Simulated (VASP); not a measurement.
# YAuC2N2 (P-1) in VASP: relaxation of cell and atoms with PBE

Aim: the relaxation of cell and atoms of YAuC2N2 with PBE.

Everything below comes from runs of VASP 6.6.1. Logs are shortened: lines on timing, memory, paths and dates and some standing lists are left out, and cuts for length are marked.

## (1) The cell of the first run

The typed cell holds 6 atoms: a = 3.882 Å, b = 4.081 Å, c = 6.982 Å, α = 95.06°, β = 93.14°, γ = 117.60°.

## (2) Relaxation of cell and atoms, PBE

INCAR reads:

```
PREC     = Accurate       # precision mode
ENCUT    = 600            # plane-wave cutoff, eV
EDIFF    = 1E-7           # SCF threshold, eV
ISMEAR   = 0              # smearing method
SIGMA    = 0.1            # smearing width, eV
LREAL    = F              # projectors in reciprocal space
LASPH    = T              # aspherical terms in the spheres
NELM     = 120            # most SCF steps
ALGO     = Normal         # electronic algorithm
ISIF     = 3              # what is computed and relaxed
LWAVE    = F              # write WAVECAR
LCHARG   = F              # write CHGCAR
GGA      = PE             # functional
IBRION   = 2              # ionic algorithm
NSW      = 100            # ionic steps
EDIFFG   = -0.01          # ionic threshold
GGA_COMPAT= F            
NELMIN   = 4            
KPAR     = 4
```

KPOINTS reads:

```
regular mesh
0
Gamma
  12 10 6
```

POSCAR reads:

```
YAuC2N2
1.0
    3.8824454994      0.0000000000      0.0000000000
   -1.8910505687      3.6169580409      0.0000000000
   -0.3825691587     -0.8944390112      6.9140318470
Y C Au N
1 2 1 2
Direct
    0.0000000000      0.0000000000      0.0000000000
    0.7428454107      0.4533400702      0.1620679417
    0.2571545893      0.5466599298      0.8379320583
    0.5000000000      0.0000000000      0.5000000000
    0.6032460696      0.1602169944      0.2349172809
    0.3967539304      0.8397830056      0.7650827191
```

Potentials or basis: VASP PAW PBE potentials, release 64 (Y_sv, C, Au, N).

Run with:

```console
$ cat potpaw_PBE.64/Y_sv/POTCAR potpaw_PBE.64/C/POTCAR potpaw_PBE.64/Au/POTCAR potpaw_PBE.64/N/POTCAR > POTCAR
$ mpirun -np 4 vasp_std > vasp.out
```

OUTCAR:

```text
PREC = Accurate
   ENCUT = 600
   EDIFF = 1E-7
   ISMEAR = 0
   LREAL = F
   LASPH = T
   NELM = 120
   ISIF = 3
   GGA = PE
   IBRION = 2
   NSW = 100
   EDIFFG = -0.01
   NELMIN = 4

 ion  position               nearest neighbor table
   1  0.000  0.000  0.000-   3 2.40   2 2.40   6 2.55   5 2.55   5 2.56   6 2.56   2 2.68   3 2.68
                             3 2.71   2 2.71   4 3.90   4 3.90
   2  0.743  0.453  0.162-   5 1.23   1 2.40   1 2.68   1 2.71
   3  0.257  0.547  0.838-   6 1.23   1 2.40   1 2.68   1 2.71
   4  0.500  0.000  0.500-   5 2.02   6 2.02   1 3.90   1 3.90
   5  0.603  0.160  0.235-   2 1.23   4 2.02   1 2.55   1 2.56
   6  0.397  0.840  0.765-   3 1.23   4 2.02   1 2.55   1 2.56

  LATTYP: Found a triclinic cell.
 ALAT       =     3.8824454994
 B/A-ratio  =     2.6153468895
 C/A-ratio  =     2.4854211559
 COS(alpha) =     0.0007893974
 COS(beta)  =     0.6379664704
 COS(gamma) =     0.7270400022

  Lattice vectors:

 A1 = (   3.8824454994,   0.0000000000,   0.0000000000)
 A2 = (   7.3823218401,  -0.8944390112,   6.9140318470)
 A3 = (   6.1560652268,  -2.7225190297,  -6.9140318470)

Analysis of symmetry for initial positions (statically):
=====================================================================
 Subroutine PRICEL returns:
 Original cell was already a primitive cell.

 Routine SETGRP: Setting up the symmetry group for a
 triclinic supercell.

 Subroutine GETGRP returns: Found  2 space group operations
 (whereof  2 operations were pure point group operations)
 out of a pool of  2 trial point group operations.

The static configuration has the point symmetry S_2 .

Analysis of symmetry for dynamics (positions and initial velocities):
=====================================================================
 Subroutine PRICEL returns:
 Original cell was already a primitive cell.

 Routine SETGRP: Setting up the symmetry group for a
 triclinic supercell.

 Subroutine GETGRP returns: Found  2 space group operations
 (whereof  2 operations were pure point group operations)
 out of a pool of  2 trial point group operations.

The dynamic configuration has the point symmetry S_2 .

 Subroutine INISYM returns: Found  2 space group operations
 (whereof  2 operations are pure point group operations),
 and found     1 'primitive' translations

[... 123 lines left out ...]
  volume/ion in A,a.u.               =      16.18       109.20
  Fermi-wavevector in a.u.,A,eV,Ry     =   1.218152  2.301973 20.189602  1.483894
  Thomas-Fermi vector in A             =   2.353448
   LORBIT       =      0    0 simple, 1 ext, 2 COOP (PROOUT), +10 PAW based schemes
   GGA     = PE    functional components
   LHFCALC =     F    Hartree Fock is set to
   AEXX    =    0.0000 exact exchange contribution
   IVDW    =     0    specifies the selected vdW correction
   LEPSILON=     F    determine dielectric tensor
   LRPA    =     F    only Hartree local field effects (RPA)
 conjugate gradient relaxation of ions
 non-spin polarized calculation
 Gauss-broadening in eV      SIGMA  =   0.10
  energy-cutoff  :      600.00
  volume of cell :       97.09
 maximum number of plane-waves:      3259
   NGX = 15   NGY = 17   NGZ = 27

--------------------------------------- Ionic step        1  -------------------------------------------

 number of electron      39.9999999 magnetization

 Free energy of the ion-electron system (eV)
  ---------------------------------------------------
  ext. energy  EPLUGINS =         0.00000000
  ---------------------------------------------------
  free energy    TOTEN  =       -44.27826258 eV

  energy without entropy =      -44.26885276  energy(sigma->0) =      -44.27355767

------------------------ aborting loop because EDIFF is reached ----------------------------------------

  FORCE on cell =-STRESS in cart. coord.  units (eV):
  Direction    XX          YY          ZZ          XY          YZ          ZX
  --------------------------------------------------------------------------------------
  -------------------------------------------------------------------------------------
  Total       -0.1542883      0.2484752     -0.0933742     -0.0233126     -0.1389473     -0.0312971
  in kB       -2.5460295      4.1002784     -1.5408387     -0.3846995     -2.2928753     -0.5164567
  external PRESSURE =       0.0044701 kB  Pullay stress =       0.0000000 kB
[... 101 lines left out ...]
  FREE ENERGIE OF THE ION-ELECTRON SYSTEM (eV)
  ---------------------------------------------------
  free  energy   TOTEN  =       -44.2788079746 eV

  energy  without entropy=      -44.2694191582  energy(sigma->0) =      -44.27411357

[... ionic steps 4 to 20 ...]

--------------------------------------- Ionic step       21  -------------------------------------------

 number of electron      40.0000000 magnetization

------------------------ aborting loop because EDIFF is reached ----------------------------------------
[... 75 lines left out ...]
--------------------------------------- Ionic step       23  -------------------------------------------

 number of electron      40.0000000 magnetization

 Free energy of the ion-electron system (eV)
  ---------------------------------------------------
  ext. energy  EPLUGINS =         0.00000000
  ---------------------------------------------------
  free energy    TOTEN  =       -44.28057408 eV

  energy without entropy =      -44.27152632  energy(sigma->0) =      -44.27605020

 E-fermi :   4.0908     XC(G=0):  -9.7610

 val. band max:        4.0876967017   @ k =   0.1667   0.0000   0.1667
 cond. band min:       4.0918424576   @ k =   0.0000  -0.1000   0.3333
 fundamental gap:      0.0041457559
 Fermi energy:         4.0908246416

 k-point     1 :       0.0000    0.0000    0.0000
  band No.  band energies     occupation
      1     -38.7189      2.00000
      2     -19.0710      2.00000
      3     -18.7572      2.00000
      4     -18.5523      2.00000
      5     -15.6552      2.00000
      6     -15.0615      2.00000
[... 637 lines left out ...]
     23       6.6176      0.00000
     24       6.6796      0.00000

 [... further k-points ...]

------------------------ aborting loop because EDIFF is reached ----------------------------------------

  FORCE on cell =-STRESS in cart. coord.  units (eV):
  Direction    XX          YY          ZZ          XY          YZ          ZX
  --------------------------------------------------------------------------------------
  -------------------------------------------------------------------------------------
  Total       -0.0027212      0.0493792      0.0188316      0.0028339     -0.0485480     -0.0157592
  in kB       -0.0451487      0.8192871      0.3124492      0.0470192     -0.8054951     -0.2614727
  external PRESSURE =       0.3621958 kB  Pullay stress =       0.0000000 kB
[... 21 lines left out ...]
  FREE ENERGIE OF THE ION-ELECTRON SYSTEM (eV)
  ---------------------------------------------------
  free  energy   TOTEN  =       -44.2805740840 eV

  energy  without entropy=      -44.2715263188  energy(sigma->0) =      -44.27605020

 reached required accuracy - stopping structural energy minimisation
```

Wall time 47 min (4 MPI ranks of Intel Xeon Platinum 8488C (Sapphire Rapids), shared host); peak memory 1.2 GiB.

Results:

```yaml
Free_energy: -44.2806 eV
Relaxed_volume: 16.09 Å³/atom
Relaxed_cell: a = 3.866 Å, b = 4.077 Å, c = 6.982 Å, α = 95.18°, β = 93.25°, γ = 117.53°
Space_group_after_relaxing_to_0.1_Å: P-1 (No. 2)
Energy_gained_by_relaxing: 0.4 meV/atom
Ionic_steps: 23
Pressure_after_relaxing: 0.0 GPa
Largest_force_after_relaxing: 0.009 eV/Å
Band_gap_on_the_k_mesh: zero (bands 20 and 21 overlap by 1.45 eV)
```

Forces in eV/Å, atoms in the order of the input:
```
Y    0.000  0.000  0.000
C    0.001  0.007  0.006
C   -0.001 -0.007 -0.006
Au   0.000  0.000  0.000
N    0.003  0.005 -0.007
N   -0.003 -0.005  0.007
```

Stress tensor (GPa, compression positive):
```
 0.00  0.00 -0.03
 0.00  0.08 -0.08
-0.03 -0.08  0.03
```

The path:
```csv
step,energy change (eV),largest force (eV/Å),pressure (GPa),volume (Å³)
1,0.0000,0.2062,0.00,97.09
2,0.0212,1.2455,-1.76,97.09
3,-0.0005,0.0755,-0.25,97.09
4,-0.0012,0.0517,0.04,96.80
5,-0.0013,0.0489,0.12,96.72
6,-0.0017,0.0490,0.10,96.70
7,-0.0018,0.0764,0.09,96.69
8,-0.0016,0.1382,-0.24,96.74
9,-0.0018,0.0282,-0.02,96.71
10,-0.0019,0.0258,-0.02,96.70
11,-0.0020,0.0220,0.01,96.69
12,-0.0020,0.0403,0.05,96.67
13,-0.0021,0.0243,0.02,96.68
14,-0.0021,0.0548,0.06,96.70
15,-0.0021,0.0360,0.05,96.69
16,-0.0021,0.0326,0.02,96.70
17,-0.0022,0.0221,-0.06,96.73
18,-0.0022,0.0185,-0.09,96.74
19,-0.0022,0.0143,-0.10,96.73
20,-0.0022,0.0410,-0.11,96.69
21,-0.0023,0.0367,-0.10,96.67
22,-0.0023,0.0269,-0.05,96.64
23,-0.0023,0.0092,0.04,96.56
```

Final structure:
```
Y C Au N
1.0
     3.86554   -0.00103   -0.00427
    -1.88377    3.61571   -0.00405
    -0.38827   -0.90563    6.91191
Y C Au N
1 2 1 2
Direct
  0.00000 0.00000 0.00000
  0.74359 0.45449 0.16183
  0.25641 0.54551 0.83817
  0.50000 0.00000 0.50000
  0.60569 0.16398 0.23725
  0.39431 0.83602 0.76275
```

Caveat: spin-orbit coupling is left out, which moves the levels of the heavy elements.
